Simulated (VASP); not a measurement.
# TeO (P6mm) in VASP: a series of runs, part 2 of 2

VASP 6.6.1.

## 3. Single point, PBE

This run uses another cell than the first one, of 22.42 Å³/atom, 1.057 times its volume.

Input file INCAR:

```
SYSTEM = TeO
PREC     = Accurate       ! precision mode
ENCUT    = 520            ! plane-wave cutoff, eV
EDIFF    = 1E-6           ! SCF threshold, eV
ISMEAR   = 0              ! smearing method
SIGMA    = 0.1            ! smearing width, eV
LREAL    = .False.        ! projectors in reciprocal space
LASPH    = .True.         ! aspherical terms in the spheres
NELM     = 80             ! most SCF steps
ALGO     = Normal         ! electronic algorithm
ISIF     = 2              ! what is computed and relaxed
LWAVE    = .False.        ! write WAVECAR
LCHARG   = .False.        ! write CHGCAR
GGA      = PE             ! functional
NBANDS   = 13             ! bands
```

Input file KPOINTS:

```
Automatic mesh
0
Gamma
  6 6 4
  0 0 0
```

Input file POSCAR:

```
TeO
1.0
    3.3768720900      0.0000000000      0.0000000000
   -1.6884360500      2.9244570200      0.0000000000
    0.0000000000      0.0000000000      4.5407453000
Te O
1 1
Direct
    0.0000000000      0.0000000000      0.2836448800
    0.0000000000      0.0000000000      0.8162677300
```

Potentials or basis: VASP PAW PBE potentials, release 64 (Te, O).

On the command line:

```bash
$ cat potpaw_PBE.64/Te/POTCAR potpaw_PBE.64/O/POTCAR > POTCAR
$ mpirun -np 1 vasp_std > vasp.out
```

OUTCAR:

```text
SYSTEM = TeO
   PREC = Accurate
   ENCUT = 520
   EDIFF = 1E-6
   ISMEAR = 0
   LREAL = .False.
   LASPH = .True.
   NELM = 80
   ISIF = 2
   GGA = PE

 ion  position               nearest neighbor table
   1  0.000  0.000  0.284-   2 2.12   2 2.42
   2  0.000  0.000  0.816-   1 2.12   1 2.42

  LATTYP: Found a hexagonal cell.
 ALAT       =     3.3768720900
 C/A-ratio  =     1.3446601408

  Lattice vectors:

 A1 = (   3.3768720900,   0.0000000000,   0.0000000000)
 A2 = (  -1.6884360500,   2.9244570200,   0.0000000000)
 A3 = (   0.0000000000,   0.0000000000,   4.5407453000)

Analysis of symmetry for initial positions (statically):
=====================================================================
 Subroutine PRICEL returns:
 Original cell was already a primitive cell.

 Routine SETGRP: Setting up the symmetry group for a
 hexagonal supercell.

 Subroutine GETGRP returns: Found 12 space group operations
 (whereof 12 operations were pure point group operations)
 out of a pool of 24 trial point group operations.

The static configuration has the point symmetry C_6v.

Analysis of symmetry for dynamics (positions and initial velocities):
=====================================================================
 Subroutine PRICEL returns:
 Original cell was already a primitive cell.

 Routine SETGRP: Setting up the symmetry group for a
 hexagonal supercell.

 Subroutine GETGRP returns: Found 12 space group operations
 (whereof 12 operations were pure point group operations)
 out of a pool of 24 trial point group operations.

The dynamic configuration has the point symmetry C_6v.

 Subroutine INISYM returns: Found 12 space group operations
 (whereof 12 operations are pure point group operations),
 and found     1 'primitive' translations

----------------------------------------------------------------------------------------

                                     Primitive cell

  volume of cell :      44.8422

  direct lattice vectors                    reciprocal lattice vectors
     3.376872090  0.000000000  0.000000000     0.296132034  0.170971910  0.000000000
    -1.688436050  2.924457020  0.000000000     0.000000000  0.341943818  0.000000000
     0.000000000  0.000000000  4.540745300     0.000000000  0.000000000  0.220228164

  length of vectors
     3.376872090  3.376872097  4.540745300     0.341943819  0.341943818  0.220228164

  position of ions in fractional coordinates (direct lattice)
     0.000000000  0.000000000  0.283644880
     0.000000000  0.000000000  0.816267730

  ion indices of the primitive-cell ions
   primitive index   ion index
                 1           1
                 2           2

----------------------------------------------------------------------------------------

 KPOINTS: Automatic mesh

Automatic generation of k-mesh.
 Grid dimensions read from file:
 generate k-points for:    6    6    4

 Generating k-lattice:

  Cartesian coordinates                     Fractional coordinates (reciprocal lattice)
     0.049355339  0.028495318  0.000000000     0.166666667  0.000000000  0.000000000
     0.000000000  0.056990636  0.000000000     0.000000000  0.166666667  0.000000000
     0.000000000  0.000000000  0.055057041     0.000000000  0.000000000  0.250000000

  Length of vectors
     0.056990637  0.056990636  0.055057041

  Shift w.r.t. Gamma in fractional coordinates (k-lattice)
     0.000000000  0.000000000  0.000000000

 Subroutine IBZKPT returns following result:
 ===========================================

 Found     21 irreducible k-points:

 Following reciprocal coordinates:
            Coordinates               Weight
  0.000000  0.000000  0.000000      1.000000
  0.166667  0.000000  0.000000      6.000000
  0.333333  0.000000  0.000000      6.000000
  0.500000  0.000000  0.000000      3.000000
  0.166667  0.166667  0.000000      6.000000
  0.333333  0.166667  0.000000     12.000000
[... 13 lines left out ...]
  0.333333  0.166667  0.500000     12.000000
  0.333333  0.333333  0.500000      2.000000
   k-points           NKPTS =     21   k-points in BZ     NKDIM =     21   number of bands    NBANDS=     13
   number of dos      NEDOS =    301   number of ions     NIONS =      2
   total plane-waves  NPLWV =  28224
   dimension x,y,z NGX =    28 NGY =   28 NGZ =   36
   dimension x,y,z NGXF=    56 NGYF=   56 NGZF=   72
   ions per type =               1   1
   NGX,Y,Z   is equivalent  to a cutoff of  13.78, 13.78, 13.18 a.u.
   NGXF,Y,Z  is equivalent  to a cutoff of  27.57, 27.57, 26.36 a.u.
 SYSTEM =  TeO
   PREC   = accura    normal or accurate (medium, high low for compatibility)
   ISTART =      0    job   : 0-new  1-cont  2-samecut
   ICHARG =      2    charge: 1-file 2-atom 10-const
   ISPIN  =      1    spin polarized calculation?
   LNONCOLLINEAR =      F non collinear calculations
   LSORBIT =      F    spin-orbit coupling
   LASPH  =      T    aspherical Exc in radial PAW
   ENCUT  =  520.0 eV  38.22 Ry    6.18 a.u.   6.28  6.28  8.44*2*pi/ulx,y,z
   NELM   =     80;   NELMIN=  2; NELMDL= -5     # of ELM steps
   EDIFF  = 0.1E-05   stopping-criterion for ELM
   LREAL  =      F    real-space projection
   EDIFFG = 0.1E-04   stopping-criterion for IOM
   NSW    =      0    number of steps for IOM
   IBRION =     -1    ionic relax: 0-MD 1-quasi-New 2-CG
   NFREE  =      0    steps in history (QN), initial steepest desc. (CG)
   ISIF   =      2    stress and relaxation
   ISYM   =      2    0-nonsym 1-usesym 2-fastsym
   POTIM  = 0.5000    time-step for ionic-motion
   TEBEG  =    0.0;   TEEND  =   0.0 temperature during run
   PSTRESS=    0.0 pullay stress
   NELECT =      12.0000    total number of electrons
   NUPDOWN=      -1.0000    fix difference up-down
   EMIN   =  10.00;   EMAX   =-10.00  energy-range for DOS
   EFERMI =   0.00;   METHOD = LEGACY
   ISMEAR =     0;   SIGMA  =   0.10  broadening in eV -4-tet -1-fermi 0-gaus
   EFERMI_NEDOS =   21; number of points for ismear=-14 and -15
   IALGO  =     38    algorithm
   IMIX   =      4    mixing-type and parameters
     AMIX     =   0.40;   BMIX     =  1.00
     AMIX_MAG =   1.60;   BMIX_MAG =  1.00
  volume/ion in A,a.u.               =      22.42       151.31
  Fermi-wavevector in a.u.,A,eV,Ry     =   1.054969  1.993602 15.142726  1.112959
  Thomas-Fermi vector in A             =   2.190149
   LORBIT       =      0    0 simple, 1 ext, 2 COOP (PROOUT), +10 PAW based schemes
   GGA     = PE    functional components
   LHFCALC =     F    Hartree Fock is set to
   AEXX    =    0.0000 exact exchange contribution
   IVDW    =     0    specifies the selected vdW correction
   LEPSILON=     F    determine dielectric tensor
   LRPA    =     F    only Hartree local field effects (RPA)
 non-spin polarized calculation
 Gauss-broadening in eV      SIGMA  =   0.10
  energy-cutoff  :      520.00
  volume of cell :       44.84
 maximum number of plane-waves:      1229
 NGX is ok and might be reduce to    28
   NGX = 13   NGY = 13   NGZ = 17

 number of electron      11.9999997 magnetization

 Free energy of the ion-electron system (eV)
  ---------------------------------------------------
  ext. energy  EPLUGINS =         0.00000000
  ---------------------------------------------------
  free energy    TOTEN  =        -8.19461148 eV

  energy without entropy =       -8.18354326  energy(sigma->0) =       -8.18907737

 E-fermi :   3.8160     XC(G=0):  -9.1495

 val. band max:        3.6140666963   @ k =   0.0000   0.0000   0.5000
 cond. band min:       3.8175300127   @ k =   0.3333   0.1667   0.2500
 fundamental gap:      0.2034633164
 Fermi energy:         3.8159698640

 k-point     1 :       0.0000    0.0000    0.0000
  band No.  band energies     occupation
      1     -13.3729      2.00000
      2      -7.6605      2.00000
      3      -2.0020      2.00000
      4       2.7822      2.00000
      5       2.7822      2.00000
      6       7.2220      0.00000
      7       7.2220      0.00000
      8       7.7734      0.00000
      9      11.3088      0.00000
     10      13.9196      0.00000
     11      13.9196      0.00000
     12      14.4071      0.00000
     13      15.4823      0.00000
[... 306 lines left out ...]
  band No.  band energies     occupation
      1     -12.7793      2.00000
      2      -6.6983      2.00000
      3       0.3673      2.00000
      4       0.3673      2.00000
      5       2.1704      2.00000
      6       2.1704      2.00000
      7       2.8494      2.00000
      8       6.1616      0.00000
      9      12.2832      0.00000
     10      12.2832      0.00000
     11      16.8154      0.00000
     12      16.8154      0.00000
     13      19.6003      0.00000

------------------------ aborting loop because EDIFF is reached ----------------------------------------

  FORCE on cell =-STRESS in cart. coord.  units (eV):
  Direction    XX          YY          ZZ          XY          YZ          ZX
  --------------------------------------------------------------------------------------
  -------------------------------------------------------------------------------------
  Total        0.1675844      0.1675844     -9.6619285     -0.0000000      0.0000000     -0.0000000
  in kB        5.9876624      5.9876624   -345.2132089     -0.0000000      0.0000000     -0.0000000
  external PRESSURE =    -111.0792947 kB  Pullay stress =       0.0000000 kB

 VOLUME and BASIS-vectors are now :
 -----------------------------------------------------------------------------
  energy-cutoff  :      520.00
  volume of cell :       44.84
      direct lattice vectors                 reciprocal lattice vectors
     3.376872090  0.000000000  0.000000000     0.296132034  0.170971910  0.000000000
    -1.688436050  2.924457020  0.000000000     0.000000000  0.341943818  0.000000000
     0.000000000  0.000000000  4.540745300     0.000000000  0.000000000  0.220228164

 POSITION                                       TOTAL-FORCE (eV/Angst)
 -----------------------------------------------------------------------------------
      0.00000      0.00000      1.28796         0.000000      0.000000     -2.081458
      0.00000      0.00000      3.70646        -0.000000     -0.000000      2.081458
 -----------------------------------------------------------------------------------
    total drift:                               -0.000000     -0.000000     -0.000036

  FREE ENERGIE OF THE ION-ELECTRON SYSTEM (eV)
  ---------------------------------------------------
  free  energy   TOTEN  =        -8.1946114835 eV

  energy  without entropy=       -8.1835432577  energy(sigma->0) =       -8.18907737
```

It took 18 s on 1 thread of AMD EPYC 7R43 (Zen 3), shared host; peak memory 0.13 GiB.

Results:

```yaml
Free_energy: -8.1946 eV
Pressure: -11.1 GPa
Largest_force: 2.081 eV/Å
Band_gap_on_the_k_mesh: zero (band 6 reaches 7.22 eV, above the bottom of band 7 at 2.80 eV)
```

Forces on the atoms (eV/Å):
```
Te   0.000  0.000 -2.081
O    0.000  0.000  2.081
```

Caveat: spin-orbit coupling is left out, which moves the levels of the heavy elements; forces of over 1 eV/Å act on the atoms, so gaps and moduli don't describe the material at rest.

## 4. Relaxation of cell and atoms, PBE

This run uses another cell than the first one, of 22.42 Å³/atom, 1.057 times its volume.

Input file INCAR:

```
SYSTEM = TeO
PREC = Accurate
ENCUT = 600
EDIFF = 1E-6
ISMEAR = 0
SIGMA = 0.1
LREAL = .FALSE.
LASPH = .TRUE.
NELM = 80
ALGO = Normal
ISIF = 3
LWAVE = .FALSE.
LCHARG = .FALSE.
GGA = PE
IBRION = 2
NSW = 90
EDIFFG = -0.04
```

Input file KPOINTS:

```
Automatic mesh
0
G
  6 6 4
  0 0 0
```

POSCAR is that of step 3.

On the command line:

```bash
$ cat potpaw_PBE.64/Te/POTCAR potpaw_PBE.64/O/POTCAR > POTCAR
$ mpirun -np 1 vasp_std > vasp.out
```

Run time: 90 s. Hardware: 1 thread of AMD EPYC 7R43 (Zen 3), shared host; peak memory 0.15 GiB.

The run converged. Its results:

```
Free energy                            : -8.7190 eV
Relaxed volume                         : 20.78 Å³/atom
Relaxed cell                           : a = 3.391 Å, b = 3.391 Å, c = 4.174 Å, α = 90.00°, β = 90.00°, γ = 120.00°
Space group after relaxing (to 0.05 Å) : P6mm (No. 183)
Energy gained by relaxing              : 261.6 meV/atom
Ionic steps                            : 12
Pressure after relaxing                : 0.0 GPa
Largest force after relaxing           : 0.013 eV/Å
Band gap on the k mesh                 : zero (band 6 reaches 8.64 eV, above the bottom of band 7 at 3.60 eV)
```

Forces on the atoms (eV/Å):
```
Te   0.000  0.000 -0.013
O    0.000  0.000  0.013
```

Stress tensor (GPa, compression positive):
```
-0.08  0.00  0.00
 0.00 -0.08  0.00
 0.00  0.00  0.23
```

Step by step:
| step | energy change (eV) | largest force (eV/Å) | pressure (GPa) | volume (Å³) |
| --- | --- | --- | --- | --- |
| 1 | 0.0000 | 2.0823 | -11.19 | 44.84 |
| 2 | 6.0138 | 32.1819 | 103.84 | 34.61 |
| 3 | -0.1729 | 1.4997 | -9.98 | 43.75 |
| 4 | -0.3465 | 1.2923 | -7.69 | 42.91 |
| 5 | -0.4587 | 1.1732 | 6.28 | 40.20 |
| 6 | -0.5179 | 0.3106 | -1.26 | 41.38 |
| 7 | -0.5221 | 0.0880 | -0.04 | 41.15 |
| 8 | -0.5221 | 0.0085 | 0.39 | 41.08 |
| 9 | -0.5215 | 0.1757 | -0.58 | 41.34 |
| 10 | -0.5223 | 0.0654 | 0.05 | 41.17 |
| 11 | -0.5226 | 0.0549 | 0.02 | 41.26 |
| 12 | -0.5232 | 0.0133 | 0.03 | 41.56 |

Final structure:
```xyz
2
Lattice="3.3907 0.0000 0.0000 -1.6953 2.9364 0.0000 0.0000 0.0000 4.1740" Properties=species:S:1:pos:R:3 pbc="T T T"
Te    0.0000    0.0000    1.1645
O    -1.6953    2.9364    3.4265
```

Levels at points of the mesh, in eV from the Fermi level:
| k point | band 4 | band 5 | band 6 | band 7 | band 8 | band 9 |
| --- | --- | --- | --- | --- | --- | --- |
| (0.00, 0.00, 0.00) | -2.27 | -2.27 | 3.69 | 3.69 | 4.82 | 7.10 |
| (0.50, 0.00, 0.00) | -6.01 | -2.85 | -1.15 | 1.93 | 5.49 | 7.02 |
| (0.00, 0.00, 0.50) | -1.78 | -1.78 | 0.75 | 2.59 | 2.59 | 9.38 |
| (0.50, 0.00, 0.50) | -3.03 | -2.12 | -1.11 | 0.61 | 3.27 | 6.65 |

Caveat: spin-orbit coupling is left out, which moves the levels of the heavy elements.

## 5. Single point, PBE

This run uses another cell than the first one, of 20.74 Å³/atom, 0.977 times its volume.

Input file INCAR:

```
SYSTEM = TeO
PREC = Accurate
ENCUT = 520
EDIFF = 1E-7
ISMEAR = 0
SIGMA = 0.1
LREAL = .False.
LASPH = .True.
NELM = 80
ALGO = Normal
ISIF = 2
LWAVE = .False.
LCHARG = .True.
GGA = PE
LELF = .True.
LVHAR = .True.
NBANDS = 13
```

Input file KPOINTS:

```
Automatic mesh
0
Gamma
  18 18 14
  0 0 0
```

Input file POSCAR:

```
TeO
1.0
    3.3825200601      0.0000000000      0.0000000000
   -1.6912600300      2.9293483009      0.0000000000
    0.0000000000      0.0000000000      4.1863547000
Te O
1 1
Direct
    0.0000000000      0.0000000000      0.2780585967
    0.0000000000      0.0000000000      0.8218540133
```

On the command line:

```bash
$ cat potpaw_PBE.64/Te/POTCAR potpaw_PBE.64/O/POTCAR > POTCAR
$ mpirun -np 1 vasp_std > vasp.out
```

Run time: 2.8 min. Hardware: 1 thread of AMD EPYC 7R43 (Zen 3), shared host; peak memory 0.26 GiB.

The run converged. Its results:

```
Free energy            : -8.7525 eV
Pressure               : -0.1 GPa
Largest force          : 0.087 eV/Å
Band gap on the k mesh : zero (band 6 reaches 8.67 eV, above the bottom of band 7 at 3.03 eV)
```

Forces in eV/Å, atoms in the order of the input:
```
Te   0.000  0.000  0.087
O    0.000  0.000 -0.087
```

Levels at points of the mesh, in eV from the Fermi level:
```tsv
k point	band 2	band 3	band 4	band 5	band 6	band 7	band 8	band 9	band 10	band 11
(0.00, 0.00, 0.00)	-10.91	-7.01	-2.25	-2.25	3.69	3.69	4.74	7.14	9.75	9.75
(0.50, 0.00, 0.00)	-8.78	-6.45	-6.04	-2.83	-1.19	1.91	5.48	6.97	7.64	12.75
(0.00, 0.00, 0.50)	-13.18	-2.11	-1.77	-1.77	0.70	2.62	2.62	9.40	10.21	10.21
(0.50, 0.00, 0.50)	-11.37	-5.09	-3.02	-2.12	-1.17	0.62	3.23	6.64	8.00	10.21
```

Caveat: spin-orbit coupling is left out, which moves the levels of the heavy elements.

## 6. Overview

| task | cell | k mesh | cutoff (eV) | gap on the mesh (eV) | pressure (GPa) | largest force (eV/Å) |
| --- | --- | --- | --- | --- | --- | --- |
| single point | a = 3.400, b = 3.400, c = 4.240 Å, angles 90.0, 90.0, 120.0°, 2 atoms | 6 × 6 × 4 | 520 | none | -0.1 | 0.11 |
| single point | a = 3.377, b = 3.377, c = 4.541 Å, angles 90.0, 90.0, 120.0°, 2 atoms | 6 × 6 × 4 | 520 | none | -11.1 | 2.08 |
| relaxation of cell and atoms | relaxed from a = 3.377, b = 3.377, c = 4.541 Å, angles 90.0, 90.0, 120.0°, 2 atoms | 6 × 6 × 4 | 600 | none | 0.0 | 0.01 |
| single point | a = 3.383, b = 3.383, c = 4.186 Å, angles 90.0, 90.0, 120.0°, 2 atoms | 18 × 18 × 14 | 520 | none | -0.1 | 0.09 |

Alike in all rows: level PBE; potentials or basis VASP PAW PBE potentials, release 64 (Te, O); no spin polarisation; smearing gaussian 0.1 eV.

Caveats: some runs use coarse meshes; spin-orbit coupling is left out, which moves the levels of the heavy elements; forces of over 1 eV/Å act on the atoms, so gaps and moduli don't describe the material at rest (some runs).

Total energies depend on the potentials used, so only differences within one code and one set of settings carry meaning.
